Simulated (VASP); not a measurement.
Here is a VASP 6.6.1 calculation.

Contents of INCAR:

```
  PREC = Accurate
  ENCUT = 520
  EDIFF = 1E-6
  ISMEAR = 0
  SIGMA = 0.1
  LREAL = False
  LASPH = True
  NELM = 100
  ALGO = Fast
  ISIF = 2
  LWAVE = False
  LCHARG = True
  GGA = PE
  LELF = True
  LVHAR = True
  NBANDS = 30
```

The input KPOINTS:

```
Automatic mesh
0
Gamma
  18 18 6
```

File POSCAR:

```
Ag
1.0
    2.8859075472      0.0000000000      0.0000000000
   -1.4429537736      2.4992692489      0.0000000000
    0.0000000000      0.0000000000     10.3844350684
Ag
4
Direct
    0.3333333333      0.6666666667      0.1163953477
    0.6666666667      0.3333333333      0.6163953477
    0.3333333333      0.6666666667      0.3836046523
    0.6666666667      0.3333333333      0.8836046523
```

Potentials or basis: VASP PAW PBE potentials, release 64 (Ag).

The run is started by

```bash
$ cat potpaw_PBE.64/Ag/POTCAR > POTCAR
$ mpirun -np 1 vasp_std > vasp.out
```

Question: What does it give for the pressure?

Answer: -0.1 GPa.

Question: Estimate the band gap on the k mesh.

Answer: Zero (bands 22 and 23 overlap by 6.76 eV).
